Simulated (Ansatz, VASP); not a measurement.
**One calculation of ZnCu, two programs**

Contents of INCAR:

```
ALGO = Normal
EDIFF = 1E-6
ENCUT = 820
GGA = PE
GGA_COMPAT = False
ISIF = 2
ISMEAR = 0
LASPH = True
LCHARG = False
LREAL = False
LWAVE = False
NBANDS = 22
NELM = 120
PREC = Accurate
SIGMA = 0.1
```

File KPOINTS:

```
k-points
0
Gamma
  14 14 14
```

The input POSCAR:

```
ZnCu
1.0
    2.8714783461      0.0000000000      0.0000000000
    0.0000000000      2.8714783461      0.0000000000
    0.0000000000      0.0000000000      2.8714783461
Zn Cu
1 1
Direct
    0.5000000000      0.5000000000      0.5000000000
    0.0000000000      0.0000000000      0.0000000000
```

Input for Ansatz:

```yaml
crystal:
  lattice:
    - [2.8714783461, 0.0, 0.0]
    - [0.0, 2.8714783461, 0.0]
    - [0.0, 0.0, 2.8714783461]
  atoms:
    - { symbol: Zn, position: [0.5, 0.5, 0.5] }
    - { symbol: Cu, position: [0.0, 0.0, 0.0] }
basis:
  ecutwfc: 420
kpoints:
  mp_grid: { grid: [14, 14, 14] }
hamiltonian:
  xc: pbe
scf:
  occupations: { method: gaussian, width: 0.1 }
output:
  forces: true
  stress: true
  eigenvalues: true
```

Alike in both runs: task single point; functional PBE; k mesh 14 × 14 × 14; occupations gaussian, width 0.1 eV; no spin polarisation.

|  | VASP | Ansatz |
| --- | --- | --- |
| version | VASP 6.6.1 | Ansatz 0.2.0 |
| potentials or method | VASP PAW PBE potentials, release 64 (Zn, Cu_sv_GW), cutoff 820 eV | scalar-relativistic, plane waves, PAW |
| valence electrons in the cell | 31 | 31 |

|  | VASP | Ansatz | Ansatz less VASP |
| --- | --- | --- | --- |
| gap on the k mesh at the Fermi level (eV) | none | none | - |
| pressure (GPa) | 13.1 | 13.8 | +0.69 |

A gap of «none» marks a metal or a gap that the smearing closes.
